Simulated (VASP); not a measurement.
# Be3ZnSe4 (P3m1) in VASP: notebook, part 2 of 2

VASP 6.6.1.

### 3 Single point, PBE (volume scaled by 0.97, then relaxed in part)

INCAR

```
SYSTEM = Be3ZnSe4
PREC     = Accurate       ! precision mode
ENCUT    = 520            ! plane-wave cutoff, eV
EDIFF    = 1E-6           ! SCF threshold, eV
ISMEAR   = 0              ! smearing method
SIGMA    = 0.02           ! smearing width, eV
LREAL    = .FALSE.        ! projectors in reciprocal space
LASPH    = .TRUE.         ! aspherical terms in the spheres
NELM     = 100            ! most SCF steps
ALGO     = Normal         ! electronic algorithm
ISIF     = 2              ! what is computed and relaxed
LWAVE    = .FALSE.        ! write WAVECAR
LCHARG   = .TRUE.         ! write CHGCAR
GGA      = PE             ! functional
LELF     = .TRUE.         ! ELF
LVHAR    = .TRUE.       
NBANDS   = 31             ! bands
```

KPOINTS

```
regular mesh
0
G
  6 6 2
  0 0 0
```

POSCAR

```
Be3ZnSe4
1.0
    3.7075579927      0.0000000286      0.0000000000
   -1.8537790211      3.2108393934      0.0000000000
    0.0000000000      0.0000000000     12.2985160934
Be Zn Se
3 1 4
Direct
    0.6666666667      0.3333333333      0.0125627390
    0.6666666667      0.3333333333      0.4924924325
    0.0000000000      0.0000000000      0.2530607606
    0.0000000000      0.0000000000      0.7569214286
    0.6666666667      0.3333333333      0.1939519415
    0.6666666667      0.3333333333      0.6724466870
    0.0000000000      0.0000000000      0.4341799378
    0.0000000000      0.0000000000      0.9543840730
```

Potentials or basis: VASP PAW PBE potentials, release 64 (Be, Zn, Se).

Run with:

```console
cat potpaw_PBE.64/Be/POTCAR potpaw_PBE.64/Zn/POTCAR potpaw_PBE.64/Se/POTCAR > POTCAR
mpirun -np 1 vasp_std > vasp.out
```

OUTCAR:

```text
SYSTEM = Be3ZnSe4
   PREC = Accurate
   ENCUT = 520
   EDIFF = 1E-6
   ISMEAR = 0
   LREAL = .FALSE.
   LASPH = .TRUE.
   NELM = 100
   ISIF = 2
   GGA = PE

 ion  position               nearest neighbor table
   1  0.667  0.333  0.013-   5 2.23   8 2.26   8 2.26   8 2.26
   2  0.667  0.333  0.492-   6 2.21   7 2.26   7 2.26   7 2.26
   3  0.000  0.000  0.253-   7 2.23   5 2.26   5 2.26   5 2.26
   4  0.000  0.000  0.757-   6 2.38   6 2.38   6 2.38   8 2.43
   5  0.667  0.333  0.194-   1 2.23   3 2.26   3 2.26   3 2.26
   6  0.667  0.333  0.672-   2 2.21   4 2.38   4 2.38   4 2.38
   7  0.000  0.000  0.434-   3 2.23   2 2.26   2 2.26   2 2.26
   8  0.000  0.000  0.954-   1 2.26   1 2.26   1 2.26   4 2.43

  LATTYP: Found a hexagonal cell.
 ALAT       =     3.7075579927
 C/A-ratio  =     3.3171473292

  Lattice vectors:

 A1 = (   3.7075579927,   0.0000000286,   0.0000000000)
 A2 = (  -1.8537790211,   3.2108393934,   0.0000000000)
 A3 = (   0.0000000000,   0.0000000000,  12.2985160934)

Analysis of symmetry for initial positions (statically):
=====================================================================
 Subroutine PRICEL returns:
 Original cell was already a primitive cell.
[... 181 lines left out ...]
      1     -10.7940      2.00000
      2     -10.3332      2.00000
      3     -10.1818      2.00000
      4      -9.5560      2.00000
      5      -3.4915      2.00000
      6      -3.4789      2.00000
[... 465 lines left out ...]
     30      10.7929      0.00000
     31      11.2078      0.00000

------------------------ aborting loop because EDIFF is reached ----------------------------------------

  FORCE on cell =-STRESS in cart. coord.  units (eV):
  Direction    XX          YY          ZZ          XY          YZ          ZX
  --------------------------------------------------------------------------------------
  -------------------------------------------------------------------------------------
  Total        2.2021410      2.2021410      2.2458610      0.0000000      0.0000000      0.0000000
  in kB       24.0988572     24.0988572     24.5773020      0.0000000      0.0000000      0.0000000
  external PRESSURE =      24.2583388 kB  Pullay stress =       0.0000000 kB

 VOLUME and BASIS-vectors are now :
 -----------------------------------------------------------------------------
  energy-cutoff  :      520.00
  volume of cell :      146.41
      direct lattice vectors                 reciprocal lattice vectors
     3.707557993  0.000000029  0.000000000     0.269719313  0.155722521  0.000000000
    -1.853779021  3.210839393  0.000000000    -0.000000002  0.311445038  0.000000000
     0.000000000  0.000000000 12.298516093     0.000000000  0.000000000  0.081310623

 POSITION                                       TOTAL-FORCE (eV/Angst)
 -----------------------------------------------------------------------------------
      1.85378      1.07028      0.15450         0.000000     -0.000000      0.000814
      1.85378      1.07028      6.05693        -0.000000      0.000000      0.003124
      0.00000      0.00000      3.11227         0.000000     -0.000000      0.001942
      0.00000      0.00000      9.30901        -0.000000      0.000000      0.002451
      1.85378      1.07028      2.38532         0.000000      0.000000     -0.004996
      1.85378      1.07028      8.27010         0.000000      0.000000     -0.013927
      0.00000      0.00000      5.33977        -0.000000      0.000000     -0.002222
      0.00000      0.00000     11.73751         0.000000     -0.000000      0.012815
 -----------------------------------------------------------------------------------
    total drift:                               -0.000001     -0.000000     -0.001269

  FREE ENERGIE OF THE ION-ELECTRON SYSTEM (eV)
  ---------------------------------------------------
  free  energy   TOTEN  =       -32.2261588696 eV

  energy  without entropy=      -32.2261588696  energy(sigma->0) =      -32.22615887
```

OSZICAR:

```text
N       E                     dE             d eps       ncg     rms          rms(c)
DAV:   1     0.251648666957E+03    0.25165E+03   -0.17265E+04   868   0.127E+03
DAV:   2    -0.427748823283E+01   -0.25593E+03   -0.24184E+03   930   0.277E+02
DAV:   3    -0.322362052730E+02   -0.27959E+02   -0.27570E+02  1083   0.950E+01
DAV:   4    -0.329685437473E+02   -0.73234E+00   -0.73048E+00  1152   0.157E+01
DAV:   5    -0.329754859703E+02   -0.69422E-02   -0.69407E-02  1088   0.152E+00    0.788E+00
DAV:   6    -0.323159416052E+02    0.65954E+00   -0.11561E+00  1211   0.334E+01    0.554E+00
DAV:   7    -0.322227254227E+02    0.93216E-01   -0.10315E+00  1066   0.510E+00    0.165E+00
DAV:   8    -0.322255695247E+02   -0.28441E-02   -0.44017E-02  1097   0.130E+00    0.559E-01
DAV:   9    -0.322255988194E+02   -0.29295E-04   -0.14945E-02  1138   0.855E-01    0.159E-01
DAV:  10    -0.322258980396E+02   -0.29922E-03   -0.14255E-03  1089   0.527E-01    0.861E-02
DAV:  11    -0.322260871184E+02   -0.18908E-03   -0.43933E-04  1082   0.207E-01    0.282E-02
DAV:  12    -0.322261454490E+02   -0.58331E-04   -0.10743E-04  1075   0.108E-01    0.144E-02
DAV:  13    -0.322261553632E+02   -0.99142E-05   -0.17379E-05  1082   0.226E-02    0.669E-03
DAV:  14    -0.322261587524E+02   -0.33892E-05   -0.56943E-06  1052   0.276E-02    0.217E-03
DAV:  15    -0.322261588696E+02   -0.11717E-06   -0.87259E-07   834   0.811E-03
   1 F= -.32226159E+02 E0= -.32226159E+02  d E =-.886353E-16
```

Wall time 41 s (1 thread of Intel Xeon 6975P-C (Granite Rapids), shared host); peak memory 0.28 GiB.

Results:

```
Free energy            : -32.2262 eV
Pressure               : 2.4 GPa
Largest force          : 0.014 eV/Å
Band gap on the k mesh : 2.55 eV, indirect (least direct gap 2.75 eV)
```

Forces on the atoms (eV/Å):
```
Be   0.000  0.000  0.001
Be   0.000  0.000  0.003
Be   0.000  0.000  0.002
Zn   0.000  0.000  0.002
Se   0.000  0.000 -0.005
Se   0.000  0.000 -0.014
Se   0.000  0.000 -0.002
Se   0.000  0.000  0.013
```

Levels at points of the mesh, in eV from the valence-band top:
```tsv
k point	band 18	band 19	band 20	band 21	band 22	band 23	band 24	band 25
(0.00, 0.00, 0.00)	-0.95	-0.68	0.00	0.00	2.75	3.15	3.56	3.80
(0.50, 0.00, 0.00)	-2.55	-2.32	-2.18	-1.17	2.55	2.73	3.16	3.93
(0.00, 0.00, 0.50)	-0.87	-0.87	-0.02	-0.02	3.16	3.30	3.52	3.96
(0.50, 0.00, 0.50)	-2.36	-2.18	-2.00	-1.25	2.61	2.78	2.92	3.42
```
